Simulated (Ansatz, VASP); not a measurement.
## Cd: VASP beside Ansatz

```
Cd
1.0
     0.00000    2.21815    2.21815
     2.21815    0.00000    2.21815
     2.21815    2.21815    0.00000
Cd
1
Direct
  0.00000 0.00000 0.00000
```

Alike in both runs: functional PBEsol; dispersion D3(BJ); k mesh 10 × 10 × 10; occupations methfessel-paxton of order 1, width 0.15 eV; non-collinear spin, spin-orbit coupling.

```csv
,VASP,Ansatz
version,VASP 6.6.1,Ansatz 0.2.0
potentials or method,"VASP PAW PBE potentials, release 64 (Cd)",PseudoDojo standard (PBEsol files)
plane-wave cutoff (eV),500,1388
valence electrons in the cell,12,20
task,single point,optical spectrum
```

```tsv
	VASP	Ansatz	Ansatz less VASP
net moment per atom (μB)	0.00	0.00	0.000
```

VASP's potentials were made for PBE, not for PBEsol. VASP's potentials hold 12 valence electrons a cell and Ansatz's 20, so a difference there can come from the potentials and not from the codes.
